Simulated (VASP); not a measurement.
## Ru: single point with PBEsol

Ru:

```xyz
2
Lattice="2.5014 0.0000 0.0000 -1.2507 2.1663 0.0000 0.0000 0.0000 4.4565" Properties=species:S:1:pos:R:3 pbc="T T T"
Ru    0.0000    1.4442    1.1141
Ru    1.2507    0.7221    3.3424
```

| Item | Value |
| --- | --- |
| Program | VASP 6.6.1 |
| Task | single point |
| Functional | PBEsol |
| Potentials or basis | VASP PAW PBE potentials, release 64 (Ru_pv) |
| Cutoff | 520 eV |
| k mesh | 18 × 18 × 10 |
| Occupations | gaussian, width 0.15 eV |
| Spin | no spin polarisation |

* Pressure: 48.5 GPa
* Band gap on the k mesh: zero (band 14 reaches 16.77 eV, above the bottom of band 15 at 13.45 eV)

Stress tensor (GPa, compression positive):
```
75.93  0.00  0.00
 0.00 75.93  0.00
 0.00  0.00 -6.26
```

Levels at points of the mesh, in eV from the Fermi level:
```csv
k point,band 10,band 11,band 12,band 13,band 14,band 15,band 16,band 17,band 18,band 19
"(0.00, 0.00, 0.00)",-3.05,-3.05,-2.52,-2.52,-0.61,-0.61,-0.01,1.49,1.49,9.99
"(0.50, 0.00, 0.00)",-3.35,-2.62,-2.37,-1.57,1.76,2.62,2.88,4.99,7.29,10.18
"(0.00, 0.00, 0.50)",-3.91,-3.01,-3.01,-3.01,-3.01,0.74,0.74,0.74,0.74,10.19
"(0.50, 0.00, 0.50)",-5.91,-0.80,-0.80,0.50,0.50,2.76,2.76,3.93,3.93,10.18
```

Wall time 83 s on 1 thread of AMD EPYC 7R43 64-Core Processor (Zen 3) (shared host), peak memory 0.17 GiB.

Caveat: the PAW data sets were made with another functional, which shifts forces and pressure a little.
